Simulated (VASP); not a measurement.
## Al4Co: relaxation of cell and atoms with PBE

Crystal: Al4Co.

```
Al Co
1.0
    -2.77193    2.77193    2.77193
     2.77193   -2.77193    2.77193
     2.77193    2.77193   -2.77193
Al Co
4 1
Cartesian
  1.2187 1.2187 1.2187
  1.5532 1.5532 -1.5532
  1.5532 -1.5532 1.5532
  -1.5532 1.5532 1.5532
  0.0000 0.0000 0.0000
```

The cell was built from a structure type or drawn by symmetry, and may not be a known phase.

```json
{
 "Program": "VASP 6.6.1",
 "Task": "relaxation of cell and atoms",
 "Functional": "PBE",
 "Potentials or basis": "VASP PAW PBE potentials, release 64 (Al, Co)",
 "Cutoff": "600 eV",
 "k mesh": "4 × 4 × 4",
 "Occupations": "gaussian, width 0.2 eV",
 "Spin": "collinear spin, ferromagnetic start",
 "Starting moments": "[0.0, 0.0, 0.0, 0.0, 3.0] μB",
 "Dipole correction": "no",
 "Further INCAR settings": "ALGO = Normal; EDIFF = 1e-07; IBRION = 2; EDIFFG = -0.08; NSW = 36; ISIF = 3"
}
```

```yaml
Relaxed_volume: 17.22 Å³/atom
Relaxed_cell: a = 4.819 Å, b = 4.819 Å, c = 4.819 Å, α = 109.47°, β = 109.47°, γ = 109.47°
Space_group_after_relaxing_to_0.1_Å: Im-3m (No. 229)
Energy_gained_by_relaxing: 301.3 meV/atom
Ionic_steps: 7
Pressure_after_relaxing: 0.2 GPa
Largest_force_after_relaxing: 0.005 eV/Å
Net_moment: -0.01 μB per cell
Valence_electrons_inside_the_program's_atomic_spheres: Al 0.80; Co 8.55
```

Forces in eV/Å, atoms in the order of the input:
```
Al   0.003  0.003  0.003
Al  -0.003 -0.003  0.003
Al  -0.003  0.003 -0.003
Al   0.003 -0.003 -0.003
Co   0.000  0.000  0.000
```

Step by step:
| step | energy change (eV) | largest force (eV/Å) | pressure (GPa) | volume (Å³) |
| --- | --- | --- | --- | --- |
| 1 | 0.0000 | 2.8701 | 8.48 | 85.19 |
| 2 | -0.9466 | 0.8489 | -6.89 | 96.81 |
| 3 | -0.9474 | 0.9050 | -6.41 | 96.27 |
| 4 | -1.3893 | 0.5665 | -2.35 | 89.18 |
| 5 | -1.4850 | 0.2130 | 2.03 | 84.54 |
| 6 | -1.4852 | 0.2335 | 1.77 | 84.77 |
| 7 | -1.5066 | 0.0048 | 0.18 | 86.12 |

Final structure:
```xyz
5
Lattice="-2.7820 2.7820 2.7820 2.7820 -2.7820 2.7820 2.7820 2.7820 -2.7820" Properties=species:S:1:pos:R:3 pbc="T T T"
Al    1.3906    1.3906    1.3906
Al    4.1733   -1.3906    1.3906
Al    4.1733    1.3906   -1.3906
Al    1.3906   -1.3906    4.1733
Co    0.0000    0.0000    5.5639
```

Levels at points of the mesh, in eV from the Fermi level:
Spin up:
| k point | band 9 | band 10 | band 11 | band 12 | band 13 | band 14 |
| --- | --- | --- | --- | --- | --- | --- |
| (0.00, 0.00, 0.00) | -1.59 | -0.66 | -0.66 | -0.66 | 1.26 | 1.47 |
| (0.50, 0.00, 0.00) | -1.99 | -0.31 | -0.17 | 0.87 | 2.37 | 2.62 |
| (0.50, 0.50, 0.50) | -2.34 | -0.54 | -0.54 | 3.66 | 3.66 | 3.66 |
Spin down:
```
           k point  band 7  band 8  band 9  band 10  band 11  band 12  band 13  band 14  band 15  band 16
(0.00, 0.00, 0.00)   -1.59   -1.59   -1.59    -0.66    -0.66    -0.66     1.26     1.47     1.47     1.47
(0.50, 0.00, 0.00)   -2.22   -2.14   -1.99    -0.31    -0.17     0.86     2.37     2.62     3.72     5.78
(0.50, 0.50, 0.50)   -2.34   -2.34   -2.34    -0.54    -0.54     3.65     3.65     3.65     4.71     4.71
```

Wall time 2.8 min on 1 thread of AMD EPYC 7R13 Processor (Zen 3), with other jobs on the host, peak memory 0.26 GiB.

Caveat: the k points lie up to 0.40 Å⁻¹ apart in the final cell.
